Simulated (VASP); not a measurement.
Input of a VASP 6.6.1 run:

File POSCAR:

```
WC
1.0
    0.0000000000      2.1926840000      2.1926840000
    2.1926840000      0.0000000000      2.1926840000
    2.1926840000      2.1926840000      0.0000000000
W C
1 1
Direct
   -0.0199527155     -0.0199527155      0.0199527155
    0.5000000000      0.5000000000      0.5000000000
```

INCAR.step1

```
ALGO     = Normal         # electronic algorithm
EDIFF    = 1E-4           # SCF threshold, eV
ENCUT    = 520            # plane-wave cutoff, eV
GGA      = PE             # functional
ISMEAR   = 0              # smearing method
LASPH    = True           # aspherical terms in the spheres
LCHARG   = False          # write CHGCAR
LREAL    = False          # projectors in reciprocal space
LWAVE    = True           # write WAVECAR
NBANDS   = 16             # bands
NELM     = 100            # most SCF steps
PREC     = Accurate       # precision mode
SIGMA    = 0.15           # smearing width, eV
```

The input INCAR.step2:

```
ALGO     = Normal         # electronic algorithm
EDIFF    = 1E-6           # SCF threshold, eV
ENCUT    = 520            # plane-wave cutoff, eV
ISIF     = 2              # what is computed and relaxed
ISMEAR   = 0              # smearing method
ISTART   = 1            
LASPH    = True           # aspherical terms in the spheres
LCHARG   = True           # write CHGCAR
LELF     = True           # ELF
LMIXTAU  = True         
LREAL    = False          # projectors in reciprocal space
LVHAR    = True         
LWAVE    = False          # write WAVECAR
METAGGA  = R2SCAN         # meta-GGA
NBANDS   = 16             # bands
NELM     = 100            # most SCF steps
PREC     = Accurate       # precision mode
SIGMA    = 0.15           # smearing width, eV
```

The input KPOINTS:

```
k-points
0
Gamma
  18 18 18
```

Potentials or basis: VASP PAW PBE potentials, release 64 (W_sv, C).

Run with:

```sh
$ cat potpaw_PBE.64/W_sv/POTCAR potpaw_PBE.64/C/POTCAR > POTCAR
$ cp INCAR.step1 INCAR
$ mpirun -np 1 vasp_std > vasp.out
$ cp INCAR.step2 INCAR
$ mpirun -np 1 vasp_std > vasp.out
```

What does it give for the pressure?

-2.4 GPa.

Estimate the largest force.

0.523 eV/Å.

Predict the band gap on the k mesh.

zero (band 9 reaches 13.47 eV, above the bottom of band 10 at 10.30 eV).

Forces on the atoms (eV/Å):
```
W    0.000  0.000  0.523
C    0.000  0.000 -0.523
```

Caveat: the cell differs from its parent crystal (all W atoms moved +0.087 Å, as atom 1 towards its neighbour atom 2 (C) at 2.193 Å); the PAW data sets were made with another functional, which shifts forces and pressure a little; spin-orbit coupling is left out, which moves the levels of the heavy elements.
